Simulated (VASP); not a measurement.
Set up this calculation in VASP 6.6.1, as the native input.

* Task: single point
* Functional: LDA
* Potentials or basis: VASP PAW LDA potentials, release 64 (Ga_d)
* Cutoff: 520 eV
* k mesh: 1 × 1 × 1
* Occupations: fermi-dirac, width 0.01 eV
* Spin: collinear spin, ferromagnetic start
* Starting moments: [1.0] μB
* Dipole correction: no
* Further INCAR settings: ALGO = Normal; EDIFF = 1e-07; NBANDS = 16; ISYM = 0

The structure of Ga lies in POSCAR:

```
Ga
1.0
   14.0000000000      0.0000000000      0.0000000000
    0.0000000000     14.4000000000      0.0000000000
    0.0000000000      0.0000000000     14.8000000000
Ga
1
Direct
    0.5000000000      0.5000000000      0.5000000000
```

The input as run:

INCAR

```
PREC     = Accurate       # precision mode
ENCUT    = 520            # plane-wave cutoff, eV
EDIFF    = 1E-7           # SCF threshold, eV
ISMEAR   = -1             # smearing method
SIGMA    = 0.01           # smearing width, eV
LREAL    = F              # projectors in reciprocal space
LASPH    = T              # aspherical terms in the spheres
NELM     = 150            # most SCF steps
ALGO     = Normal         # electronic algorithm
ISIF     = 2              # what is computed and relaxed
LWAVE    = F              # write WAVECAR
LCHARG   = T              # write CHGCAR
ISPIN    = 2              # spin polarisation
MAGMOM   = 1              # initial moments
LORBIT   = 11             # projections on sites
GGA      = CA             # functional
LELF     = T              # ELF
LVHAR    = T            
ISYM     = 0            
NBANDS   = 16             # bands
```

KPOINTS

```
Automatic mesh
0
Gamma
  1 1 1
```

Potentials or basis: VASP PAW LDA potentials, release 64 (Ga_d).

The run is started by

```bash
$ cat potpaw_LDA.64/Ga_d/POTCAR > POTCAR
$ mpirun -np 1 vasp_gam > vasp.out
```

It gave:

```json
{
 "Pressure": "0.0 GPa",
 "Band gap on the k mesh": "zero (filled and empty bands touch)",
 "Net moment": "1.00 μB per cell",
 "Site moments": "Ga +0.29 μB",
 "Valence electrons inside the program's atomic spheres": "Ga 11.40"
}
```

Run time: 8.9 min on 1 thread of AMD EPYC 7R43 64-Core Processor (Zen 3), on a shared host, peak memory 1.6 GiB.
